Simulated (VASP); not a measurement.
Wanted: the native input for a VASP 6.6.1 run.

| Quantity | Value |
| --- | --- |
| Task | single point |
| Functional | PBE |
| Potentials or basis | VASP PAW PBE potentials, release 64 (Si, Au) |
| Cutoff | 520 eV |
| k mesh | 6 × 6 × 6 |
| Occupations | gaussian, width 0.1 eV |
| Spin | no spin polarisation |
| Dipole correction | no |
| Further INCAR settings | ALGO = Normal; EDIFF = 1e-07; NBANDS = 28 |

The structure of Si2Au lies in POSCAR:

```
Si2Au
1.0
   -2.1950577993      2.1950577993      7.5798834613
    2.1950577993     -2.1950577993      7.5798834613
    2.1950577993      2.1950577993     -7.5798834613
Si Au
4 2
Direct
    0.1702449967      0.1702449967      0.0000000000
    0.9202449967      0.4202449967      0.5000000000
    0.5797550033      0.0797550033      0.5000000000
    0.8297550033      0.8297550033      0.0000000000
    0.0000000000      0.0000000000      0.0000000000
    0.7500000000      0.2500000000      0.5000000000
```

The input as run:

INCAR

```
SYSTEM = Si2Au
PREC = Accurate
ENCUT = 520
EDIFF = 1E-7
ISMEAR = 0
SIGMA = 0.1
LREAL = .False.
LASPH = .True.
NELM = 60
ALGO = Normal
ISIF = 2
LWAVE = .False.
LCHARG = .False.
GGA = PE
NBANDS = 28
```

KPOINTS

```
Automatic mesh
0
Gamma
  6 6 6
  0 0 0
```

Potentials or basis: VASP PAW PBE potentials, release 64 (Si, Au).

The run is started by

```bash
$ cat potpaw_PBE.64/Si/POTCAR potpaw_PBE.64/Au/POTCAR > POTCAR
$ mpirun -np 1 vasp_std > vasp.out
```

It gave:

The pressure is 0.0 GPa and the largest force is 0.008 eV/Å. The band gap on the k mesh is zero (bands 19 and 20 overlap by 1.54 eV).

Caveat: spin-orbit coupling is left out, which moves the levels of the heavy elements.

Run time: 3 min on 1 thread of Intel(R) Xeon(R) 6975P-C (Granite Rapids), on a shared host, peak memory 0.57 GiB.
